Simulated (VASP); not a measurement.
# SiO2 (Cristobalite) (P4_12_12) in VASP: a series of runs

Aim: see how the results for SiO2 (Cristobalite) move with the level of theory and the settings. Levels: LDA, PBE. Tasks: single point.

All numbers are computed with VASP 6.6.1; they aren't measurements. Logs are shortened: lines on timing, memory, paths and dates and some standing lists are left out, and cuts for length are marked.

## 1. The cell of the first run

The structure is tetragonal, space group P4_12_12 (No. 92). The conventional cell has a = 4.979 Å, b = 4.979 Å, c = 6.915 Å, α = 90.00°, β = 90.00°, γ = 90.00°. Within 2.1 Å of Si (site symmetry 2) lie 4 O at 1.61 Å. O (site symmetry 1) has 2 Si at 1.61 Å within 2.1 Å.

## 2. Single point, LDA

INCAR reads:

```
ALGO = Normal
EDIFF = 1E-6
ENCUT = 520
ISIF = 2
ISMEAR = 0
LASPH = True
LCHARG = False
LREAL = False
LWAVE = False
NBANDS = 44
NELM = 60
PREC = Accurate
SIGMA = 0.01
```

KPOINTS reads:

```
k-points
0
Gamma
  6 6 4
```

POSCAR reads:

```
SiO2
1.0
    4.9791653256      0.0000000000      0.0000000000
    0.0000000000      4.9791653256      0.0000000000
    0.0000000000      0.0000000000      6.9148709668
Si O
4 8
Direct
    0.3024592541      0.3024592541      0.0000000000
    0.1975407459      0.8024592541      0.2500000000
    0.6975407459      0.6975407459      0.5000000000
    0.8024592541      0.1975407459      0.7500000000
    0.2381682781      0.1092716079      0.1814551378
    0.3907283921      0.7381682781      0.4314551378
    0.7618317219      0.8907283921      0.6814551378
    0.6092716079      0.2618317219      0.9314551378
    0.7381682781      0.3907283921      0.5685448622
    0.8907283921      0.7618317219      0.3185448622
    0.2618317219      0.6092716079      0.0685448622
    0.1092716079      0.2381682781      0.8185448622
```

Potentials or basis: VASP PAW LDA potentials, release 64 (Si, O).

Run with:

```sh
> cat potpaw_LDA.64/Si/POTCAR potpaw_LDA.64/O/POTCAR > POTCAR
> mpirun -np 1 vasp_std > vasp.out
```

OUTCAR:

```text
EDIFF = 1E-6
   ENCUT = 520
   ISIF = 2
   ISMEAR = 0
   LASPH = True
   LREAL = False
   NELM = 60
   PREC = Accurate

 ion  position               nearest neighbor table
   1  0.302  0.302  0.000-   8 1.61  11 1.61   5 1.61  12 1.61   2 3.08   4 3.08   2 3.08   4 3.08

   2  0.198  0.802  0.250-   5 1.61  10 1.61   6 1.61  11 1.61   1 3.08   3 3.08   1 3.08   3 3.08

   3  0.698  0.698  0.500-   6 1.61   9 1.61   7 1.61  10 1.61   2 3.08   4 3.08   4 3.08   2 3.08

   4  0.802  0.198  0.750-   7 1.61  12 1.61   9 1.61   8 1.61   1 3.08   3 3.08   3 3.08   1 3.08

   5  0.238  0.109  0.181-   2 1.61   1 1.61
   6  0.391  0.738  0.431-   3 1.61   2 1.61
   7  0.762  0.891  0.681-   4 1.61   3 1.61
   8  0.609  0.262  0.931-   1 1.61   4 1.61
   9  0.738  0.391  0.569-   3 1.61   4 1.61
  10  0.891  0.762  0.319-   2 1.61   3 1.61
  11  0.262  0.609  0.069-   1 1.61   2 1.61
  12  0.109  0.238  0.819-   4 1.61   1 1.61

  LATTYP: Found a simple tetragonal cell.
 ALAT       =     4.9791653256
 C/A-ratio  =     1.3887610703

  Lattice vectors:

 A1 = (   4.9791653256,   0.0000000000,   0.0000000000)
 A2 = (   0.0000000000,   4.9791653256,   0.0000000000)
 A3 = (   0.0000000000,   0.0000000000,   6.9148709668)

Analysis of symmetry for initial positions (statically):
=====================================================================
 Subroutine PRICEL returns:
 Original cell was already a primitive cell.

 Routine SETGRP: Setting up the symmetry group for a
 simple tetragonal supercell.

 Subroutine GETGRP returns: Found  8 space group operations
 (whereof  2 operations were pure point group operations)
 out of a pool of 16 trial point group operations.

The static configuration has the point symmetry C_2 .
 The point group associated with its full space group is D_4 .

Analysis of symmetry for dynamics (positions and initial velocities):
=====================================================================
 Subroutine PRICEL returns:
 Original cell was already a primitive cell.

 Routine SETGRP: Setting up the symmetry group for a
 simple tetragonal supercell.

 Subroutine GETGRP returns: Found  8 space group operations
 (whereof  2 operations were pure point group operations)
 out of a pool of 16 trial point group operations.

The dynamic configuration has the point symmetry C_2 .
 The point group associated with its full space group is D_4 .

 Subroutine INISYM returns: Found  8 space group operations
 (whereof  2 operations are pure point group operations),
 and found     1 'primitive' translations

----------------------------------------------------------------------------------------

                                     Primitive cell

  volume of cell :     171.4341

  direct lattice vectors                    reciprocal lattice vectors
     4.979165326  0.000000000  0.000000000     0.200836874  0.000000000  0.000000000
     0.000000000  4.979165326  0.000000000     0.000000000  0.200836874  0.000000000
     0.000000000  0.000000000  6.914870967     0.000000000  0.000000000  0.144615858

  length of vectors
     4.979165326  4.979165326  6.914870967     0.200836874  0.200836874  0.144615858

  position of ions in fractional coordinates (direct lattice)
     0.302459254  0.302459254  0.000000000
     0.197540746  0.802459254  0.250000000
     0.697540746  0.697540746  0.500000000
     0.802459254  0.197540746  0.750000000
     0.238168278  0.109271608  0.181455138
     0.390728392  0.738168278  0.431455138
     0.761831722  0.890728392  0.681455138
     0.609271608  0.261831722  0.931455138
     0.738168278  0.390728392  0.568544862
     0.890728392  0.761831722  0.318544862
     0.261831722  0.609271608  0.068544862
     0.109271608  0.238168278  0.818544862

  ion indices of the primitive-cell ions
   primitive index   ion index
                 1           1
                 2           2
                 3           3
                 4           4
                 5           5
                 6           6
                 7           7
                 8           8
                 9           9
                10          10
                11          11
                12          12

----------------------------------------------------------------------------------------

 KPOINTS: k-points

Automatic generation of k-mesh.
 Grid dimensions read from file:
 generate k-points for:    6    6    4

 Generating k-lattice:

  Cartesian coordinates                     Fractional coordinates (reciprocal lattice)
     0.033472812  0.000000000  0.000000000     0.166666667  0.000000000  0.000000000
     0.000000000  0.033472812  0.000000000     0.000000000  0.166666667  0.000000000
     0.000000000  0.000000000  0.036153965     0.000000000  0.000000000  0.250000000

  Length of vectors
     0.033472812  0.033472812  0.036153965

  Shift w.r.t. Gamma in fractional coordinates (k-lattice)
     0.000000000  0.000000000  0.000000000

 Subroutine IBZKPT returns following result:
 ===========================================

 Found     30 irreducible k-points:

 Following reciprocal coordinates:
            Coordinates               Weight
  0.000000  0.000000  0.000000      1.000000
  0.166667  0.000000  0.000000      4.000000
  0.333333  0.000000  0.000000      4.000000
  0.500000  0.000000  0.000000      2.000000
  0.166667  0.166667  0.000000      4.000000
  0.333333  0.166667  0.000000      8.000000
[... 16 lines left out ...]
  0.333333  0.000000  0.500000      4.000000
  0.500000  0.000000  0.500000      2.000000
 [... further k-points ...]
   k-points           NKPTS =     30   k-points in BZ     NKDIM =     30   number of bands    NBANDS=     44
   number of dos      NEDOS =    301   number of ions     NIONS =     12
   total plane-waves  NPLWV =  86400
   dimension x,y,z NGX =    40 NGY =   40 NGZ =   54
   dimension x,y,z NGXF=    80 NGYF=   80 NGZF=  108
   ions per type =               4   8
   NGX,Y,Z   is equivalent  to a cutoff of  13.36, 13.36, 12.98 a.u.
   NGXF,Y,Z  is equivalent  to a cutoff of  26.71, 26.71, 25.97 a.u.
 SYSTEM =  unknown system
   PREC   = accura    normal or accurate (medium, high low for compatibility)
   ISTART =      0    job   : 0-new  1-cont  2-samecut
   ICHARG =      2    charge: 1-file 2-atom 10-const
   ISPIN  =      1    spin polarized calculation?
   LNONCOLLINEAR =      F non collinear calculations
   LSORBIT =      F    spin-orbit coupling
   LASPH  =      T    aspherical Exc in radial PAW
   ENCUT  =  520.0 eV  38.22 Ry    6.18 a.u.   9.26  9.26 12.86*2*pi/ulx,y,z
   NELM   =     60;   NELMIN=  2; NELMDL= -5     # of ELM steps
   EDIFF  = 0.1E-05   stopping-criterion for ELM
   LREAL  =      F    real-space projection
   EDIFFG = 0.1E-04   stopping-criterion for IOM
   NSW    =      0    number of steps for IOM
   IBRION =     -1    ionic relax: 0-MD 1-quasi-New 2-CG
   NFREE  =      0    steps in history (QN), initial steepest desc. (CG)
   ISIF   =      2    stress and relaxation
   ISYM   =      2    0-nonsym 1-usesym 2-fastsym
   POTIM  = 0.5000    time-step for ionic-motion
   TEBEG  =    0.0;   TEEND  =   0.0 temperature during run
   PSTRESS=    0.0 pullay stress
   NELECT =      64.0000    total number of electrons
   NUPDOWN=      -1.0000    fix difference up-down
   EMIN   =  10.00;   EMAX   =-10.00  energy-range for DOS
   EFERMI =   0.00;   METHOD = LEGACY
   ISMEAR =     0;   SIGMA  =   0.01  broadening in eV -4-tet -1-fermi 0-gaus
   EFERMI_NEDOS =   21; number of points for ismear=-14 and -15
   IALGO  =     38    algorithm
   IMIX   =      4    mixing-type and parameters
     AMIX     =   0.40;   BMIX     =  1.00
     AMIX_MAG =   1.60;   BMIX_MAG =  1.00
  volume/ion in A,a.u.               =      14.29        96.41
  Fermi-wavevector in a.u.,A,eV,Ry     =   1.178788  2.227587 18.905860  1.389542
  Thomas-Fermi vector in A             =   2.315111
   LORBIT       =      0    0 simple, 1 ext, 2 COOP (PROOUT), +10 PAW based schemes
   GGA     = CA    functional components
   LHFCALC =     F    Hartree Fock is set to
   AEXX    =    0.0000 exact exchange contribution
   IVDW    =     0    specifies the selected vdW correction
   LEPSILON=     F    determine dielectric tensor
   LRPA    =     F    only Hartree local field effects (RPA)
 non-spin polarized calculation
 Gauss-broadening in eV      SIGMA  =   0.01
  energy-cutoff  :      520.00
  volume of cell :      171.43
 maximum number of plane-waves:      4646
 NGX is ok and might be reduce to    40
   NGX = 19   NGY = 19   NGZ = 25

 number of electron      63.9999964 magnetization

 Free energy of the ion-electron system (eV)
  ---------------------------------------------------
  ext. energy  EPLUGINS =         0.00000000
  ---------------------------------------------------
  free energy    TOTEN  =      -103.74704428 eV

  energy without entropy =     -103.74704428  energy(sigma->0) =     -103.74704428

 E-fermi :  -0.0122     XC(G=0):  -9.0200

 val. band max:       -0.1029698344   @ k =   0.0000   0.0000   0.0000
 cond. band min:       5.3833200952   @ k =   0.0000   0.0000   0.0000
 fundamental gap:      5.4862899295
 Fermi energy:        -0.0122223335

 k-point     1 :       0.0000    0.0000    0.0000
  band No.  band energies     occupation
      1     -19.3258      2.00000
      2     -18.3935      2.00000
      3     -18.3935      2.00000
      4     -17.1803      2.00000
      5     -17.1369      2.00000
      6     -17.1302      2.00000
[... 36 lines left out ...]
     43      11.0249      0.00000
     44      11.1780      0.00000

 k-point     2 :       0.1667    0.0000    0.0000
  band No.  band energies     occupation
      1     -19.2662      2.00000
      2     -18.4544      2.00000
      3     -18.3226      2.00000
      4     -17.2268      2.00000
      5     -17.1848      2.00000
      6     -17.1508      2.00000
[... 36 lines left out ...]
     43      10.9909      0.00000
     44      11.2458      0.00000

 k-point     3 :       0.3333    0.0000    0.0000
  band No.  band energies     occupation
      1     -19.0997      2.00000
      2     -18.6264      2.00000
      3     -18.1210      2.00000
      4     -17.4939      2.00000
      5     -17.1943      2.00000
      6     -17.1828      2.00000
[... 36 lines left out ...]
     43      10.7250      0.00000
     44      11.2655      0.00000

 k-point     4 :       0.5000    0.0000    0.0000
  band No.  band energies     occupation
      1     -18.8653      2.00000
      2     -18.8653      2.00000
      3     -17.8235      2.00000
      4     -17.8235      2.00000
      5     -17.1981      2.00000
      6     -17.1981      2.00000
[... 882 lines left out ...]
     43      10.9217      0.00000
     44      10.9217      0.00000

 k-point    23 :       0.3333    0.0000    0.5000
  band No.  band energies     occupation
      1     -18.9213      2.00000
      2     -18.9213      2.00000
      3     -17.7678      2.00000
      4     -17.7678      2.00000
      5     -17.1713      2.00000
      6     -17.1713      2.00000
[... 36 lines left out ...]
     43      11.0553      0.00000
     44      11.0554      0.00000

 k-point    24 :       0.5000    0.0000    0.5000
  band No.  band energies     occupation
      1     -18.8586      2.00000
      2     -18.8586      2.00000
      3     -17.8469      2.00000
      4     -17.8469      2.00000
      5     -17.1803      2.00000
      6     -17.1803      2.00000
[... 36 lines left out ...]
     43      11.0670      0.00000
     44      11.0689      0.00000

 [... further k-points ...]
[... 5 lines left out ...]
  --------------------------------------------------------------------------------------
  -------------------------------------------------------------------------------------
  Total       -1.1568139     -1.1568139     -1.0685140      0.0000000     -0.0000000      0.0000000
  in kB      -10.8112745    -10.8112745     -9.9860475      0.0000000     -0.0000000      0.0000000
  external PRESSURE =     -10.5361988 kB  Pullay stress =       0.0000000 kB

 VOLUME and BASIS-vectors are now :
 -----------------------------------------------------------------------------
  energy-cutoff  :      520.00
  volume of cell :      171.43
      direct lattice vectors                 reciprocal lattice vectors
     4.979165326  0.000000000  0.000000000     0.200836874  0.000000000  0.000000000
     0.000000000  4.979165326  0.000000000     0.000000000  0.200836874  0.000000000
     0.000000000  0.000000000  6.914870967     0.000000000  0.000000000  0.144615858

 POSITION                                       TOTAL-FORCE (eV/Angst)
 -----------------------------------------------------------------------------------
      1.50599      1.50599      0.00000         0.008973      0.008973      0.000000
      0.98359      3.99558      1.72872        -0.008973      0.008973      0.000000
      3.47317      3.47317      3.45744        -0.008973     -0.008973      0.000000
      3.99558      0.98359      5.18615         0.008973     -0.008973      0.000000
      1.18588      0.54408      1.25474         0.005594     -0.041795     -0.051617
      1.94550      3.67546      2.98346         0.041795      0.005594     -0.051617
      3.79329      4.43508      4.71217        -0.005594      0.041795     -0.051617
      3.03366      1.30370      6.44089        -0.041795     -0.005594     -0.051617
      3.67546      1.94550      3.93141         0.005594      0.041795      0.051617
      4.43508      3.79329      2.20270         0.041795     -0.005594      0.051617
      1.30370      3.03366      0.47398        -0.005594     -0.041795      0.051617
      0.54408      1.18588      5.66013        -0.041795      0.005594      0.051617
 -----------------------------------------------------------------------------------
    total drift:                               -0.000000      0.000000     -0.000000

  FREE ENERGIE OF THE ION-ELECTRON SYSTEM (eV)
  ---------------------------------------------------
  free  energy   TOTEN  =      -103.7470442757 eV

  energy  without entropy=     -103.7470442757  energy(sigma->0) =     -103.74704428
```

Run time: 2.1 min. Hardware: 1 thread of AMD EPYC 9R45 (Zen 5), shared host; peak memory 0.27 GiB.

What came out:

- Free energy: -103.7470 eV
- Pressure: -1.1 GPa
- Largest force: 0.067 eV/Å
- Band gap on the k mesh: 5.49 eV, direct

Forces in eV/Å, atoms in the order of the input:
```
Si   0.009  0.009  0.000
Si  -0.009  0.009  0.000
Si  -0.009 -0.009  0.000
Si   0.009 -0.009  0.000
O    0.006 -0.042 -0.052
O    0.042  0.006 -0.052
O   -0.006  0.042 -0.052
O   -0.042 -0.006 -0.052
O    0.006  0.042  0.052
O    0.042 -0.006  0.052
O   -0.006 -0.042  0.052
O   -0.042  0.006  0.052
```

A k mesh can miss the band edges.

[end of part 1 of 2]
